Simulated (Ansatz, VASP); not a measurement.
**Two plane-wave programs on NbPdSe4**

```
CELL_PARAMETERS angstrom
4.75143 0.00000 0.00000
-2.37572 4.11486 0.00000
0.00000 0.00000 5.88434
ATOMIC_POSITIONS crystal
Nb 0.00000 0.00000 0.00000
Pd 0.00000 0.00000 0.50000
Se 0.33333 0.66667 0.77690
Se 0.33333 0.66667 0.22310
Se 0.66667 0.33333 0.77690
Se 0.66667 0.33333 0.22310
```

Change from the starting cell: species swapped into the TiVB4 type (P6/mmm, No. 191).

Alike in both runs: functional PBE; k mesh 12 × 12 × 6; occupations gaussian, width 0.1 eV; no spin polarisation.

Ansatz relaxed the structure, and its values are those at the end. VASP's run is a single point on that final structure, the one shown.

|  | VASP | Ansatz |
| --- | --- | --- |
| version | VASP 6.6.1 | Ansatz 0.2.0 |
| potentials or method | VASP PAW PBE potentials, release 64 (Nb_sv, Pd, Se), cutoff 520 eV | scalar-relativistic, plane waves, PAW |
| valence electrons in the cell | 47 | 95 |

Ansatz gave:

| Property | Result |
| --- | --- |
| gap on the k mesh at the Fermi level (eV) | none |
| pressure (GPa) | 0.0 |
| rms of the force components (eV/Å) | 0.000 |

Question: Estimate VASP's values.

Answer: gap on the k mesh at the Fermi level (eV): none; pressure (GPa): 0.0; rms of the force components (eV/Å): 0.004.

A gap of «none» marks a metal or a gap that the smearing closes. The functional is the same, so the differences come from potentials, cutoffs and numerics. VASP's potentials hold 47 valence electrons a cell and Ansatz's 95, so a difference there can come from the potentials and not from the codes.
